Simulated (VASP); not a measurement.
Set up this calculation in VASP 6.6.1, as the native input.

```
Task                   : single point
Functional             : PBE
Potentials or basis    : VASP PAW PBE potentials, release 64 (Cd, Se)
Cutoff                 : 520 eV
k mesh                 : 8 × 8 × 8
Occupations            : fermi-dirac, width 0.02 eV
Spin                   : no spin polarisation
Dipole correction      : no
Further INCAR settings : ALGO = Normal; EDIFF = 1e-06; NBANDS = 16
```

The structure of CdSe lies in POSCAR:

```
CdSe
1.0
    0.1550082785      3.1000780041      3.1000780041
    3.1000780041      0.1550082785      3.1000780041
    3.1000780041      3.1000780041      0.1550082785
Cd Se
1 1
Direct
    0.0054831568      0.0054831568      0.0054831568
    0.2445168432      0.2445168432      0.2445168432
```

This cell differs from its parent crystal: epitaxial 111 strain -4.0%.

The input as run:

INCAR

```
PREC = Accurate
ENCUT = 520
EDIFF = 1E-6
ISMEAR = -1
SIGMA = 0.02
LREAL = False
LASPH = True
NELM = 100
ALGO = Normal
ISIF = 2
LWAVE = False
LCHARG = False
GGA = PE
NBANDS = 16
```

KPOINTS

```
Automatic mesh
0
Gamma
  8 8 8
```

Potentials or basis: VASP PAW PBE potentials, release 64 (Cd, Se).

Command:

```console
$ cat potpaw_PBE.64/Cd/POTCAR potpaw_PBE.64/Se/POTCAR > POTCAR
$ mpirun -np 1 vasp_std > vasp.out
```

It gave:

```yaml
Pressure: 4.2 GPa
Largest_force: 0.007 eV/Å
Band_gap_on_the_k_mesh: 0.45 eV, direct
```

Caveat: the cell differs from its parent crystal (epitaxial 111 strain -4.0%).

Run time: 52 s on 1 thread of Intel(R) Xeon(R) 6975P-C (Granite Rapids), with other jobs on the host, peak memory 0.23 GiB.
